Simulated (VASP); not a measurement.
# TaN (Fm-3m) in VASP: a series of runs

The runs below take TaN through single point, relaxation of cell and atoms, with PBEsol.

Program: VASP 6.6.1. These are calculated values, not measurements. Logs are shortened: lines on timing, memory, paths and dates and some standing lists are left out, and cuts for length are marked.

### Step 1. The cell of the first run

The structure is cubic, space group Fm-3m (No. 225). Conventional cell: a = 4.375 Å, b = 4.375 Å, c = 4.375 Å, α = 90.00°, β = 90.00°, γ = 90.00°. Ta (site symmetry m-3m) has 6 N at 2.19 Å within 2.9 Å. N (site symmetry m-3m) has 6 Ta at 2.19 Å within 2.9 Å.

### Step 2. Single point, PBEsol

File INCAR:

```
  PREC = Accurate
  ENCUT = 520
  EDIFF = 1E-6
  ISMEAR = -1
  SIGMA = 0.05
  LREAL = F
  LASPH = T
  NELM = 100
  ALGO = Normal
  ISIF = 2
  LWAVE = F
  LCHARG = F
  GGA = PS
  NBANDS = 15
```

File KPOINTS:

```
Automatic mesh
0
Gamma
  9 9 9
```

File POSCAR:

```
TaN
1.0
    0.0000000000      2.1877357224      2.1877357224
    2.1877357224      0.0000000000      2.1877357224
    2.1877357224      2.1877357224      0.0000000000
Ta N
1 1
Direct
    0.5000000000      0.5000000000      0.5000000000
    0.0000000000      0.0000000000      0.0000000000
```

Potentials or basis: VASP PAW PBE potentials, release 64 (Ta_pv, N).

The run is started by

```console
cat potpaw_PBE.64/Ta_pv/POTCAR potpaw_PBE.64/N/POTCAR > POTCAR
mpirun -np 1 vasp_std > vasp.out
```

OUTCAR:

```text
PREC = Accurate
   ENCUT = 520
   EDIFF = 1E-6
   ISMEAR = -1
   LREAL = F
   LASPH = T
   NELM = 100
   ISIF = 2
   GGA = PS

 ion  position               nearest neighbor table
   1  0.500  0.500  0.500-   2 2.19   2 2.19   2 2.19   2 2.19   2 2.19   2 2.19
   2  0.000  0.000  0.000-   1 2.19   1 2.19   1 2.19   1 2.19   1 2.19   1 2.19

  LATTYP: Found a face centered cubic cell.
 ALAT       =     4.3754714448

  Lattice vectors:

 A1 = (   0.0000000000,   2.1877357224,   2.1877357224)
 A2 = (   2.1877357224,   0.0000000000,   2.1877357224)
 A3 = (   2.1877357224,   2.1877357224,   0.0000000000)

Analysis of symmetry for initial positions (statically):
=====================================================================
 Subroutine PRICEL returns:
 Original cell was already a primitive cell.

 Routine SETGRP: Setting up the symmetry group for a
 face centered cubic supercell.

 Subroutine GETGRP returns: Found 48 space group operations
 (whereof 48 operations were pure point group operations)
 out of a pool of 48 trial point group operations.

The static configuration has the point symmetry O_h .

Analysis of symmetry for dynamics (positions and initial velocities):
=====================================================================
 Subroutine PRICEL returns:
 Original cell was already a primitive cell.

 Routine SETGRP: Setting up the symmetry group for a
 face centered cubic supercell.

 Subroutine GETGRP returns: Found 48 space group operations
 (whereof 48 operations were pure point group operations)
 out of a pool of 48 trial point group operations.

The dynamic configuration has the point symmetry O_h .

 Subroutine INISYM returns: Found 48 space group operations
 (whereof 48 operations are pure point group operations),
 and found     1 'primitive' translations

----------------------------------------------------------------------------------------

                                     Primitive cell

  volume of cell :      20.9418

  direct lattice vectors                    reciprocal lattice vectors
     0.000000000  2.187735722  2.187735722    -0.228546801  0.228546801  0.228546801
     2.187735722  0.000000000  2.187735722     0.228546801 -0.228546801  0.228546801
     2.187735722  2.187735722  0.000000000     0.228546801  0.228546801 -0.228546801

  length of vectors
     3.093925530  3.093925530  3.093925530     0.395854671  0.395854671  0.395854671

  position of ions in fractional coordinates (direct lattice)
     0.500000000  0.500000000  0.500000000
     0.000000000  0.000000000  0.000000000

  ion indices of the primitive-cell ions
   primitive index   ion index
                 1           1
[... 85 lines left out ...]
   NUPDOWN=      -1.0000    fix difference up-down
   EMIN   =  10.00;   EMAX   =-10.00  energy-range for DOS
   EFERMI =   0.00;   METHOD = LEGACY
   ISMEAR =    -1;   SIGMA  =   0.05  broadening in eV -4-tet -1-fermi 0-gaus
   EFERMI_NEDOS =   21; number of points for ismear=-14 and -15
   IALGO  =     38    algorithm
   IMIX   =      4    mixing-type and parameters
     AMIX     =   0.40;   BMIX     =  1.00
     AMIX_MAG =   1.60;   BMIX_MAG =  1.00
  volume/ion in A,a.u.               =      10.47        70.66
  Fermi-wavevector in a.u.,A,eV,Ry     =   1.496615  2.828191 30.475080  2.239855
  Thomas-Fermi vector in A             =   2.608608
   LORBIT       =      0    0 simple, 1 ext, 2 COOP (PROOUT), +10 PAW based schemes
   GGA     = PS    functional components
   LHFCALC =     F    Hartree Fock is set to
   AEXX    =    0.0000 exact exchange contribution
   IVDW    =     0    specifies the selected vdW correction
   LEPSILON=     F    determine dielectric tensor
   LRPA    =     F    only Hartree local field effects (RPA)
 non-spin polarized calculation
  energy-cutoff  :      520.00
  volume of cell :       20.94
 maximum number of plane-waves:       576
   NGX = 11   NGY = 11   NGZ = 11

 number of electron      16.0000001 magnetization

 Free energy of the ion-electron system (eV)
  ---------------------------------------------------
  ext. energy  EPLUGINS =         0.00000000
  ---------------------------------------------------
  free energy    TOTEN  =       -23.21711470 eV

  energy without entropy =      -23.20950912  energy(sigma->0) =      -23.21331191

 E-fermi :   9.4252     XC(G=0): -13.6740

 val. band max:        9.3371082648   @ k =  -0.4444   0.2222   0.1111
 cond. band min:       9.4717571569   @ k =  -0.2222   0.2222   0.0000
 fundamental gap:      0.1346488921
 Fermi energy:         9.4251753791

 k-point     1 :       0.0000    0.0000    0.0000
  band No.  band energies     occupation
      1     -26.1289      2.00000
      2     -26.1289      2.00000
      3     -26.1289      2.00000
      4      -9.3845      2.00000
      5       5.7108      2.00000
      6       5.7108      2.00000
      7       5.7108      2.00000
      8       7.3774      2.00000
      9       7.3774      2.00000
     10       7.3774      2.00000
     11       9.5776      0.09055
     12       9.5776      0.09055
     13      11.2248      0.00000
     14      18.9321      0.00000
[... 401 lines left out ...]
      2     -26.4227      2.00000
      3     -26.4227      2.00000
      4      -8.0600      2.00000
      5       2.6307      2.00000
      6       4.0177      2.00000
      7       4.8606      2.00000
      8       4.8606      2.00000
      9      11.6097      0.00000
     10      13.1461      0.00000
     11      13.1461      0.00000
     12      14.1216      0.00000
     13      16.8205      0.00000
     14      18.8453      0.00000
     15      21.9596      0.00000

 [... further k-points ...]

------------------------ aborting loop because EDIFF is reached ----------------------------------------

  FORCE on cell =-STRESS in cart. coord.  units (eV):
  Direction    XX          YY          ZZ          XY          YZ          ZX
  --------------------------------------------------------------------------------------
  -------------------------------------------------------------------------------------
  Total        0.1285845      0.1285845      0.1285845      0.0000000     -0.0000000     -0.0000000
  in kB        9.8374984      9.8374984      9.8374984      0.0000000     -0.0000000     -0.0000000
  external PRESSURE =       9.8374984 kB  Pullay stress =       0.0000000 kB

 VOLUME and BASIS-vectors are now :
 -----------------------------------------------------------------------------
  energy-cutoff  :      520.00
  volume of cell :       20.94
      direct lattice vectors                 reciprocal lattice vectors
     0.000000000  2.187735722  2.187735722    -0.228546801  0.228546801  0.228546801
     2.187735722  0.000000000  2.187735722     0.228546801 -0.228546801  0.228546801
     2.187735722  2.187735722  0.000000000     0.228546801  0.228546801 -0.228546801

 POSITION                                       TOTAL-FORCE (eV/Angst)
 -----------------------------------------------------------------------------------
      2.18774      2.18774      2.18774        -0.000000     -0.000000     -0.000000
      0.00000      0.00000      0.00000         0.000000      0.000000      0.000000
 -----------------------------------------------------------------------------------
    total drift:                                0.000000     -0.000000     -0.000000

  FREE ENERGIE OF THE ION-ELECTRON SYSTEM (eV)
  ---------------------------------------------------
  free  energy   TOTEN  =       -23.2171147040 eV

  energy  without entropy=      -23.2095091239  energy(sigma->0) =      -23.21331191
```

OSZICAR:

```text
N       E                     dE             d eps       ncg     rms          rms(c)
DAV:   1     0.896805995289E+02    0.89681E+02   -0.88525E+03  1050   0.114E+03
DAV:   2    -0.231759273886E+02   -0.11286E+03   -0.10641E+03  1267   0.307E+02
DAV:   3    -0.259903776946E+02   -0.28145E+01   -0.27975E+01  1204   0.452E+01
DAV:   4    -0.260012962743E+02   -0.10919E-01   -0.10916E-01  1316   0.299E+00
DAV:   5    -0.260013596151E+02   -0.63341E-04   -0.63339E-04  1239   0.212E-01    0.251E+01
DAV:   6    -0.233207169951E+02    0.26806E+01   -0.47740E+00  1240   0.252E+01    0.106E+01
DAV:   7    -0.232553768195E+02    0.65340E-01   -0.51432E-01  1253   0.570E+00    0.718E+00
DAV:   8    -0.232235548433E+02    0.31822E-01   -0.14939E-01  1225   0.316E+00    0.154E+00
DAV:   9    -0.232173174957E+02    0.62373E-02   -0.18734E-02  1141   0.109E+00    0.344E-01
DAV:  10    -0.232171599040E+02    0.15759E-03   -0.12741E-03  1218   0.394E-01    0.601E-02
DAV:  11    -0.232171151816E+02    0.44722E-04   -0.95128E-05  1176   0.113E-01    0.182E-02
DAV:  12    -0.232171147040E+02    0.47760E-06   -0.60323E-06  1169   0.230E-02
   1 F= -.23217115E+02 E0= -.23213312E+02  d E =-.760558E-02
```

stdout:

```text
POSCAR found type information on POSCAR TaN
 POSCAR found :  2 types and       2 ions
 scaLAPACK will be used
 -----------------------------------------------------------------------------
|                                                                             |
|                                                                             |
|     You enforced a specific xc type in the INCAR file but a different       |
|     I HOPE YOU KNOW WHAT YOU ARE DOING!                                     |
|                                                                             |
 -----------------------------------------------------------------------------

 LDA part: xc-table for (Slater+PW92), standard interpolation
 POSCAR, INCAR and KPOINTS ok, starting setup
 FFT: planning ... GRIDC
 FFT: planning ... GRID_SOFT
 FFT: planning ... GRID
 WAVECAR not read
 entering main loop
```

Wall time 7.2 s (1 thread of Intel Xeon Platinum 8375C at 2.90GHz (Ice Lake), shared host); peak memory 0.15 GiB.

What came out:

* Free energy: -23.2171 eV
* Pressure: 1.0 GPa
* Band gap on the k mesh: zero (band 8 reaches 11.14 eV, above the bottom of band 9 at 7.38 eV)

Caveat: the PAW data sets were made with another functional, which shifts forces and pressure a little; spin-orbit coupling is left out, which moves the levels of the heavy elements.

### Step 3. Relaxation of cell and atoms, PBEsol

This run uses another cell than the first one, of 10.35 Å³/atom, 0.988 times its volume.

File INCAR:

```
SYSTEM = TaN
  ALGO = Normal
  EDIFF = 1E-6
  EDIFFG = -0.01
  ENCUT = 600
  GGA = PS
  IBRION = 2
  ISIF = 3
  ISMEAR = -1
  LASPH = .True.
  LCHARG = .False.
  LREAL = .False.
  LWAVE = .False.
  NELM = 100
  NSW = 50
  PREC = Accurate
  SIGMA = 0.05
```

File KPOINTS:

```
k-points
0
Gamma
  9 9 9
  0 0 0
```

File POSCAR:

```
TaN
1.0
    0.0000000000      2.1790000000      2.1790000000
    2.1790000000      0.0000000000      2.1790000000
    2.1790000000      2.1790000000      0.0000000000
Ta N
1 1
Direct
    0.5000000000      0.5000000000      0.5000000000
    0.0000000000      0.0000000000      0.0000000000
```

Potentials or basis: VASP PAW PBE potentials, release 64 (Ta_pv, N).

The run is started by

```console
cat potpaw_PBE.64/Ta_pv/POTCAR potpaw_PBE.64/N/POTCAR > POTCAR
mpirun -np 1 vasp_std > vasp.out
```

It took 26 s on 1 thread of Intel Xeon Platinum 8375C at 2.90GHz (Ice Lake), shared host; peak memory 0.17 GiB.

The run converged. Its results:

- Free energy: -23.2192 eV
- Relaxed volume: 10.50 Å³/atom
- Relaxed cell: a = 3.097 Å, b = 3.097 Å, c = 3.097 Å, α = 60.00°, β = 60.00°, γ = 60.00°
- Space group after relaxing (to 0.05 Å): Fm-3m (No. 225)
- Energy gained by relaxing: 2.5 meV/atom
- Ionic steps: 3
- Pressure after relaxing: 0.0 GPa
- Band gap on the k mesh: zero (band 8 reaches 11.10 eV, above the bottom of band 9 at 7.35 eV)

Step by step:
| step | energy change (eV) | largest force (eV/Å) | pressure (GPa) | volume (Å³) |
| --- | --- | --- | --- | --- |
| 1 | 0.0000 | 0.0000 | 5.35 | 20.69 |
| 2 | 0.0231 | 0.0000 | -11.61 | 21.74 |
| 3 | -0.0050 | 0.0000 | -0.05 | 21.00 |

Final structure:
```
Ta N
1.0
     0.00000    2.18968    2.18968
     2.18968    0.00000    2.18968
     2.18968    2.18968    0.00000
Ta N
1 1
Direct
  0.50000 0.50000 0.50000
  0.00000 0.00000 0.00000
```

Levels at points of the mesh, in eV from the Fermi level:
```tsv
k point	band 4	band 5	band 6	band 7	band 8	band 9	band 10	band 11	band 12
(0.00, 0.00, 0.00)	-18.79	-3.71	-3.71	-3.71	-2.04	-2.04	-2.04	0.15	0.15
```

Caveat: the PAW data sets were made with another functional, which shifts forces and pressure a little; spin-orbit coupling is left out, which moves the levels of the heavy elements. Zero-point motion and thermal expansion aren't in these numbers.

### Step 4. Single point, PBEsol

File INCAR:

```
  PREC = Accurate
  ENCUT = 600
  EDIFF = 1E-6
  ISMEAR = -1
  SIGMA = 0.05
  LREAL = F
  LASPH = T
  NELM = 120
  ALGO = Normal
  ISIF = 2
  LWAVE = F
  LCHARG = F
  GGA = PS
  NBANDS = 16
  GGA_COMPAT = F
```

File KPOINTS:

```
Automatic mesh
0
Gamma
  9 9 9
```

File POSCAR:

```
TaN
1.0
    0.0000000000      2.1877357224      2.1877357224
    2.1877357224      0.0000000000      2.1877357224
    2.1877357224      2.1877357224      0.0000000000
Ta N
1 1
Direct
    0.5000000000      0.5000000000      0.5000000000
    0.0000000000      0.0000000000      0.0000000000
```

Potentials or basis: VASP PAW PBE potentials, release 64 (Ta_sv_GW, N).

The run is started by

```console
cat potpaw_PBE.64/Ta_sv_GW/POTCAR potpaw_PBE.64/N/POTCAR > POTCAR
mpirun -np 1 vasp_std > vasp.out
```

Wall time 13 s (1 thread of AMD EPYC 9R45 (Zen 5), shared host); peak memory 0.14 GiB.

It converged, with:

* Free energy: -25.7634 eV
* Pressure: 0.1 GPa
* Band gap on the k mesh: zero (band 9 reaches 15.46 eV, above the bottom of band 10 at 11.71 eV)

Levels at points of the mesh, in eV from the Fermi level:
| k point | band 6 | band 7 | band 8 | band 9 | band 10 | band 11 | band 12 | band 13 |
| --- | --- | --- | --- | --- | --- | --- | --- | --- |
| (0.00, 0.00, 0.00) | -3.72 | -3.72 | -3.72 | -2.04 | -2.04 | -2.04 | 0.16 | 0.16 |

Caveat: the PAW data sets were made with another functional, which shifts forces and pressure a little; spin-orbit coupling is left out, which moves the levels of the heavy elements.

### Step 5. Overview

```csv
task,potentials or basis,cell,cutoff (eV),second run,gap on the mesh (eV),pressure (GPa)
single point,"VASP PAW PBE potentials, release 64 (Ta_pv, N)","a = 3.094 Å, angles 60.0°, 2 atoms",520,-,none,1.0
relaxation of cell and atoms,"VASP PAW PBE potentials, release 64 (Ta_pv, N)","relaxed from a = 3.082 Å, angles 60.0°, 2 atoms",600,-,none,0.0
single point,"VASP PAW PBE potentials, release 64 (Ta_sv_GW, N)","a = 3.094 Å, angles 60.0°, 2 atoms",600,valence_matched,none,0.1
```

Alike in all rows: level PBEsol; no spin polarisation; k mesh 9 × 9 × 9; smearing fermi-dirac 0.05 eV.

Caveats: the PAW data sets were made with another functional, which shifts forces and pressure a little; spin-orbit coupling is left out, which moves the levels of the heavy elements.

Total energies depend on the potentials used, so only differences within one code and one set of settings carry meaning.
